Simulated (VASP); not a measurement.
# AsO (Pbcm) in VASP: a series of runs, part 2 of 2

VASP 6.6.1. Earlier steps stand in the parts before.

## Step 3: Single point, PBE

This run uses another cell than the first one, of 14.83 Å³/atom.

INCAR

```
SYSTEM = AsO
PREC = Accurate
ENCUT = 520
EDIFF = 1E-6
ISMEAR = 0
SIGMA = 0.1
LREAL = .FALSE.
LASPH = .TRUE.
NELM = 60
ALGO = Normal
ISIF = 2
LWAVE = .FALSE.
LCHARG = .FALSE.
GGA = PE
NBANDS = 32
```

KPOINTS

```
regular mesh
0
G
  4 4 4
  0 0 0
```

POSCAR

```
AsO
1.0
    5.3716919996      0.0000000000      0.0000000000
    0.0000000000      4.8368105160      0.0000000000
    0.0000000000      0.0000000000      4.5675015313
As O
4 4
Direct
    0.2550000000      0.0096000000      0.2500000000
    0.7450000000      0.9904000000      0.7500000000
    0.2550000000      0.4904000000      0.7500000000
    0.7450000000      0.5096000000      0.2500000000
    0.8593000000      0.0628000000      0.2500000000
    0.1407000000      0.9372000000      0.7500000000
    0.8593000000      0.4372000000      0.7500000000
    0.1407000000      0.5628000000      0.2500000000
```

Potentials or basis: VASP PAW PBE potentials, release 64 (As, O).

Launch:

```console
$ cat potpaw_PBE.64/As/POTCAR potpaw_PBE.64/O/POTCAR > POTCAR
$ mpirun -np 1 vasp_std > vasp.out
```

OUTCAR:

```text
SYSTEM = AsO
   PREC = Accurate
   ENCUT = 520
   EDIFF = 1E-6
   ISMEAR = 0
   LREAL = .FALSE.
   LASPH = .TRUE.
   NELM = 60
   ISIF = 2
   GGA = PE

 ion  position               nearest neighbor table
   1  0.255  0.010  0.250-   5 2.14   8 2.25   6 2.39   6 2.39
   2  0.745  0.990  0.750-   6 2.14   7 2.25   5 2.39   5 2.39
   3  0.255  0.490  0.750-   7 2.14   6 2.25   8 2.39   8 2.39
   4  0.745  0.510  0.250-   8 2.14   5 2.25   7 2.39   7 2.39
   5  0.859  0.063  0.250-   1 2.14   4 2.25   2 2.39   2 2.39
   6  0.141  0.937  0.750-   2 2.14   3 2.25   1 2.39   1 2.39
   7  0.859  0.437  0.750-   3 2.14   2 2.25   4 2.39   4 2.39
   8  0.141  0.563  0.250-   4 2.14   1 2.25   3 2.39   3 2.39

  LATTYP: Found a simple orthorhombic cell.
 ALAT       =     4.5675015313
 B/A-ratio  =     1.0589619911
 C/A-ratio  =     1.1760679143

  Lattice vectors:

 A1 = (   0.0000000000,   0.0000000000,  -4.5675015313)
 A2 = (   0.0000000000,   4.8368105160,   0.0000000000)
 A3 = (   5.3716919996,   0.0000000000,   0.0000000000)

Analysis of symmetry for initial positions (statically):
=====================================================================
 Subroutine PRICEL returns:
 Original cell was already a primitive cell.

 Routine SETGRP: Setting up the symmetry group for a
 simple orthorhombic supercell.

 Subroutine GETGRP returns: Found  8 space group operations
 (whereof  2 operations were pure point group operations)
 out of a pool of  8 trial point group operations.

The static configuration has the point symmetry S_2 .
 The point group associated with its full space group is D_2h.

Analysis of symmetry for dynamics (positions and initial velocities):
=====================================================================
 Subroutine PRICEL returns:
 Original cell was already a primitive cell.

 Routine SETGRP: Setting up the symmetry group for a
 simple orthorhombic supercell.

 Subroutine GETGRP returns: Found  8 space group operations
 (whereof  2 operations were pure point group operations)
 out of a pool of  8 trial point group operations.

The dynamic configuration has the point symmetry S_2 .
 The point group associated with its full space group is D_2h.

 Subroutine INISYM returns: Found  8 space group operations
 (whereof  2 operations are pure point group operations),
 and found     1 'primitive' translations

----------------------------------------------------------------------------------------

                                     Primitive cell

  volume of cell :     118.6722

  direct lattice vectors                    reciprocal lattice vectors
     5.371692000  0.000000000  0.000000000     0.186161083  0.000000000  0.000000000
     0.000000000  4.836810516  0.000000000     0.000000000  0.206747814  0.000000000
     0.000000000  0.000000000  4.567501531     0.000000000  0.000000000  0.218938077

  length of vectors
     5.371692000  4.836810516  4.567501531     0.186161083  0.206747814  0.218938077

  position of ions in fractional coordinates (direct lattice)
     0.255000000  0.009600000  0.250000000
     0.745000000  0.990400000  0.750000000
     0.255000000  0.490400000  0.750000000
     0.745000000  0.509600000  0.250000000
     0.859300000  0.062800000  0.250000000
     0.140700000  0.937200000  0.750000000
     0.859300000  0.437200000  0.750000000
[... 64 lines left out ...]
  0.500000  0.250000  0.500000      2.000000
 [... further k-points ...]
   k-points           NKPTS =     27   k-points in BZ     NKDIM =     27   number of bands    NBANDS=     32
   number of dos      NEDOS =    301   number of ions     NIONS =      8
   total plane-waves  NPLWV =  51840
   dimension x,y,z NGX =    40 NGY =   36 NGZ =   36
   dimension x,y,z NGXF=    80 NGYF=   72 NGZF=   72
   ions per type =               4   4
   NGX,Y,Z   is equivalent  to a cutoff of  12.38, 12.37, 13.10 a.u.
   NGXF,Y,Z  is equivalent  to a cutoff of  24.76, 24.75, 26.21 a.u.
 SYSTEM =  AsO
   PREC   = accura    normal or accurate (medium, high low for compatibility)
   ISTART =      0    job   : 0-new  1-cont  2-samecut
   ICHARG =      2    charge: 1-file 2-atom 10-const
   ISPIN  =      1    spin polarized calculation?
   LNONCOLLINEAR =      F non collinear calculations
   LSORBIT =      F    spin-orbit coupling
   LASPH  =      T    aspherical Exc in radial PAW
   ENCUT  =  520.0 eV  38.22 Ry    6.18 a.u.   9.99  8.99  8.49*2*pi/ulx,y,z
   NELM   =     60;   NELMIN=  2; NELMDL= -5     # of ELM steps
   EDIFF  = 0.1E-05   stopping-criterion for ELM
   LREAL  =      F    real-space projection
   EDIFFG = 0.1E-04   stopping-criterion for IOM
   NSW    =      0    number of steps for IOM
   IBRION =     -1    ionic relax: 0-MD 1-quasi-New 2-CG
   NFREE  =      0    steps in history (QN), initial steepest desc. (CG)
   ISIF   =      2    stress and relaxation
   ISYM   =      2    0-nonsym 1-usesym 2-fastsym
   POTIM  = 0.5000    time-step for ionic-motion
   TEBEG  =    0.0;   TEEND  =   0.0 temperature during run
   PSTRESS=    0.0 pullay stress
   NELECT =      44.0000    total number of electrons
   NUPDOWN=      -1.0000    fix difference up-down
   EMIN   =  10.00;   EMAX   =-10.00  energy-range for DOS
   EFERMI =   0.00;   METHOD = LEGACY
   ISMEAR =     0;   SIGMA  =   0.10  broadening in eV -4-tet -1-fermi 0-gaus
   EFERMI_NEDOS =   21; number of points for ismear=-14 and -15
   IALGO  =     38    algorithm
   IMIX   =      4    mixing-type and parameters
     AMIX     =   0.40;   BMIX     =  1.00
     AMIX_MAG =   1.60;   BMIX_MAG =  1.00
  volume/ion in A,a.u.               =      14.83       100.10
  Fermi-wavevector in a.u.,A,eV,Ry     =   1.176096  2.222499 18.819602  1.383202
  Thomas-Fermi vector in A             =   2.312466
   LORBIT       =      0    0 simple, 1 ext, 2 COOP (PROOUT), +10 PAW based schemes
   GGA     = PE    functional components
   LHFCALC =     F    Hartree Fock is set to
   AEXX    =    0.0000 exact exchange contribution
   IVDW    =     0    specifies the selected vdW correction
   LEPSILON=     F    determine dielectric tensor
   LRPA    =     F    only Hartree local field effects (RPA)
 non-spin polarized calculation
 Gauss-broadening in eV      SIGMA  =   0.10
  energy-cutoff  :      520.00
  volume of cell :      118.67
 maximum number of plane-waves:      3220
 NGX is ok and might be reduce to    40
   NGX = 19   NGY = 17   NGZ = 17

 number of electron      44.0000022 magnetization

 Free energy of the ion-electron system (eV)
  ---------------------------------------------------
  ext. energy  EPLUGINS =         0.00000000
  ---------------------------------------------------
  free energy    TOTEN  =       -39.79683877 eV

  energy without entropy =      -39.76491127  energy(sigma->0) =      -39.78087502

 E-fermi :   5.0577     XC(G=0): -10.4529

 val. band max:        5.0315386499   @ k =   0.2500   0.2500   0.2500
 cond. band min:       5.0713375095   @ k =   0.2500   0.0000   0.2500
 fundamental gap:      0.0397988596
 Fermi energy:         5.0576506783

 k-point     1 :       0.0000    0.0000    0.0000
  band No.  band energies     occupation
      1     -15.0748      2.00000
      2     -13.4649      2.00000
      3     -13.3645      2.00000
      4     -13.3530      2.00000
      5      -5.9383      2.00000
      6      -5.4382      2.00000
[... 829 lines left out ...]
     31       8.2489      0.00000
     32       8.2489      0.00000

 [... further k-points ...]

------------------------ aborting loop because EDIFF is reached ----------------------------------------

  FORCE on cell =-STRESS in cart. coord.  units (eV):
  Direction    XX          YY          ZZ          XY          YZ          ZX
  --------------------------------------------------------------------------------------
  -------------------------------------------------------------------------------------
  Total      -10.0849054     -5.3025575     -6.3527910      0.0000000      0.0000000      0.0000000
  in kB     -136.1549805    -71.5891305    -85.7681947      0.0000000      0.0000000      0.0000000
  external PRESSURE =     -97.8374352 kB  Pullay stress =       0.0000000 kB

 VOLUME and BASIS-vectors are now :
 -----------------------------------------------------------------------------
  energy-cutoff  :      520.00
  volume of cell :      118.67
      direct lattice vectors                 reciprocal lattice vectors
     5.371692000  0.000000000  0.000000000     0.186161083  0.000000000  0.000000000
     0.000000000  4.836810516  0.000000000     0.000000000  0.206747814  0.000000000
     0.000000000  0.000000000  4.567501531     0.000000000  0.000000000  0.218938077

 POSITION                                       TOTAL-FORCE (eV/Angst)
 -----------------------------------------------------------------------------------
      1.36978      0.04643      1.14188        -1.630611     -0.752621     -0.000000
      4.00191      4.79038      3.42563         1.630611      0.752621      0.000000
      1.36978      2.37197      3.42563        -1.630611      0.752621      0.000000
      4.00191      2.46484      1.14188         1.630611     -0.752621      0.000000
      4.61589      0.30375      1.14188         0.192621      0.389236     -0.000000
      0.75580      4.53306      3.42563        -0.192621     -0.389236      0.000000
      4.61589      2.11465      3.42563         0.192621     -0.389236      0.000000
      0.75580      2.72216      1.14188        -0.192621      0.389236     -0.000000
 -----------------------------------------------------------------------------------
    total drift:                                0.000000     -0.000000     -0.000000

  FREE ENERGIE OF THE ION-ELECTRON SYSTEM (eV)
  ---------------------------------------------------
  free  energy   TOTEN  =       -39.7968387742 eV

  energy  without entropy=      -39.7649112725  energy(sigma->0) =      -39.78087502
```

It took 44 s on 1 thread of Intel Xeon 6975P-C (Granite Rapids), shared host; peak memory 0.25 GiB.

What came out:

| Property | Result |
| --- | --- |
| Free energy | -39.7968 eV |
| Pressure | -9.8 GPa |
| Largest force | 1.796 eV/Å |
| Band gap on the k mesh | zero (bands 22 and 23 overlap by 1.64 eV) |

Forces in eV/Å, atoms in the order of the input:
```
As  -1.631 -0.753  0.000
As   1.631  0.753  0.000
As  -1.631  0.753  0.000
As   1.631 -0.753  0.000
O    0.193  0.389  0.000
O   -0.193 -0.389  0.000
O    0.193 -0.389  0.000
O   -0.193  0.389  0.000
```

Stress tensor (GPa, compression positive):
```
-13.62   0.00   0.00
  0.00  -7.16   0.00
  0.00   0.00  -8.58
```

Caveat: the stress differs along the axes, from -14 to -7 GPa; forces of over 1 eV/Å act on the atoms, so gaps and moduli don't describe the material at rest.

## Step 4: Single point, PBE

INCAR

```
SYSTEM = AsO
PREC = Accurate ; ENCUT = 520
EDIFF = 1E-6 ; ISMEAR = 0
SIGMA = 0.1 ; LREAL = .FALSE.
LASPH = .TRUE. ; NELM = 60
ALGO = Normal ; ISIF = 2
LWAVE = .FALSE. ; LCHARG = .TRUE.
GGA = PE ; LELF = .TRUE.
LVHAR = .TRUE. ; NBANDS = 32
```

KPOINTS

```
regular mesh
0
G
  8 8 6
  0 0 0
```

POSCAR

```
AsO
1.0
    5.4107500232      0.0000000000      0.0000000000
    0.0000000000      4.7125100117      0.0000000000
    0.0000000000      0.0000000000      5.8495270304
As O
4 4
Direct
    0.2019231483      0.2467874897      0.2500000000
    0.7980768517      0.7532125103      0.7500000000
    0.2019231483      0.2532125103      0.7500000000
    0.7980768517      0.7467874897      0.2500000000
    0.8814467415      0.1221896169      0.2500000000
    0.1185532585      0.8778103831      0.7500000000
    0.8814467415      0.3778103831      0.7500000000
    0.1185532585      0.6221896169      0.2500000000
```

Launch:

```console
$ cat potpaw_PBE.64/As/POTCAR potpaw_PBE.64/O/POTCAR > POTCAR
$ mpirun -np 1 vasp_std > vasp.out
```

It took 2.9 min on 1 thread of Intel Xeon 6975P-C (Granite Rapids), shared host; peak memory 0.48 GiB.

Results (log left out):

```
Free energy            : -44.6193 eV
Pressure               : 0.7 GPa
Largest force          : 0.207 eV/Å
Band gap on the k mesh : zero (bands 22 and 23 overlap by 0.04 eV)
```

Forces on the atoms (eV/Å):
```
As   0.186 -0.090  0.000
As  -0.186  0.090  0.000
As   0.186  0.090  0.000
As  -0.186 -0.090  0.000
O   -0.084  0.086  0.000
O    0.084 -0.086  0.000
O   -0.084 -0.086  0.000
O    0.084  0.086  0.000
```

Stress tensor (GPa, compression positive):
```
 1.00  0.00  0.00
 0.00  1.01  0.00
 0.00  0.00 -0.03
```

Levels at points of the mesh, in eV from the Fermi level:
```csv
k point,band 18,band 19,band 20,band 21,band 22,band 23,band 24,band 25,band 26,band 27
"(0.00, 0.00, 0.00)",-4.07,-3.96,-3.71,-3.17,-1.10,1.61,1.90,2.16,3.21,3.89
"(0.50, 0.00, 0.00)",-3.95,-3.81,-3.64,-3.11,-0.91,0.81,1.81,2.17,2.51,3.45
"(0.00, 0.50, 0.00)",-4.30,-4.18,-4.18,-1.93,-1.93,1.74,1.74,2.81,2.81,3.32
"(0.50, 0.50, 0.00)",-4.24,-3.97,-3.97,-2.09,-2.09,0.38,0.38,2.43,2.43,3.95
"(0.00, 0.00, 0.50)",-3.97,-3.88,-3.88,-0.40,-0.40,0.82,0.82,1.81,1.81,2.79
"(0.50, 0.00, 0.50)",-3.85,-3.84,-3.84,-0.67,-0.67,0.96,0.96,1.23,1.23,2.85
"(0.00, 0.50, 0.50)",-4.71,-4.71,-4.71,0.00,0.00,0.00,0.00,2.57,2.57,2.57
"(0.50, 0.50, 0.50)",-4.50,-4.50,-4.50,-0.03,-0.03,-0.03,-0.03,1.42,1.42,1.42
```

Caveat: this functional lacks dispersion, which binds layers or chains, so the pressure and a relaxed spacing across them are unreliable.

## Step 5: Summary

```csv
cell,k mesh,gap on the mesh (eV),pressure (GPa),largest force (eV/Å)
"a = 5.366, b = 4.720, c = 5.888 Å, 8 atoms, atomic positions A",4 × 4 × 4,none,0.9,0.25
"a = 5.372, b = 4.837, c = 4.568 Å, 8 atoms, atomic positions B",4 × 4 × 4,none,-9.8,1.80
"a = 5.411, b = 4.713, c = 5.850 Å, 8 atoms, atomic positions C",8 × 8 × 6,none,0.7,0.21
```

Alike in all rows: task single point; level PBE; potentials or basis VASP PAW PBE potentials, release 64 (As, O); no spin polarisation; cutoff (eV) 520; smearing gaussian 0.1 eV.

Caveats: this functional lacks dispersion, which binds layers or chains, so the pressure and a relaxed spacing across them are unreliable (at least some runs); the stress differs along the axes, from -14 to -7 GPa (at least some runs); forces of over 1 eV/Å act on the atoms, so gaps and moduli don't describe the material at rest (at least some runs).

Absolute energies hang on the potentials; compare differences alone.

The gap in the log of VASP goes by the Fermi energy; the results here count the filled bands.